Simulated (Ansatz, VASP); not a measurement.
**Two plane-wave programs on Sn**

The input INCAR:

```
SYSTEM = Sn
PREC = Accurate
ENCUT = 520
EDIFF = 1E-6
ISMEAR = 0
SIGMA = 0.15
LREAL = .False.
LASPH = .True.
NELM = 100
ALGO = Fast
ISIF = 2
LWAVE = .False.
LCHARG = .False.
GGA = PE
IVDW = 12
NBANDS = 13
```

Contents of KPOINTS:

```
Automatic mesh
0
Gamma
  24 24 24
  0 0 0
```

File POSCAR:

```
Sn
1.0
   -1.7544065426      1.7546136963      2.2650278293
    1.7544065426     -1.7546136963      2.2650278293
    1.7544065426      1.7546136963     -2.2650278293
Sn
1
Direct
    0.0000000000      0.0000000000      0.0000000000
```

Input for Ansatz:

```yaml
crystal:
  lattice:
    - [-1.7544065426, 1.7546136963, 2.2650278293]
    - [1.7544065426, -1.7546136963, 2.2650278293]
    - [1.7544065426, 1.7546136963, -2.2650278293]
  atoms:
    - { symbol: Sn, position: [0.0, 0.0, 0.0] }
basis:
  ecutwfc: 420
kpoints:
  mp_grid: { grid: [24, 24, 24] }
hamiltonian:
  xc: pbe
  dispersion: d3bj
scf:
  occupations: { method: gaussian, width: 0.15 }
output:
  forces: true
  stress: true
  eigenvalues: true
```

Change from the starting cell: strain +0.0450 x Voigt [0, 0, 1, 0, 0, 0], atoms carried along.

Alike in both runs: task single point; functional PBE; dispersion D3(BJ); k mesh 24 × 24 × 24; occupations gaussian, width 0.15 eV; no spin polarisation.

|  | VASP | Ansatz |
| --- | --- | --- |
| version | VASP 6.6.1 | Ansatz 0.2.0 |
| potentials or method | VASP PAW PBE potentials, release 64 (Sn_d), cutoff 520 eV | scalar-relativistic, plane waves, PAW |
| valence electrons in the cell | 14 | 14 |

|  | VASP | Ansatz | Ansatz less VASP |
| --- | --- | --- | --- |
| gap on the k mesh at the Fermi level (eV) | none | none | - |
| pressure (GPa) | -2.0 | -2.0 | -0.02 |
| traceless stress, the component that is largest in VASP (GPa) | 0.10 | 0.10 | -0.004 |

A gap of «none» marks a metal or a gap that the smearing closes.
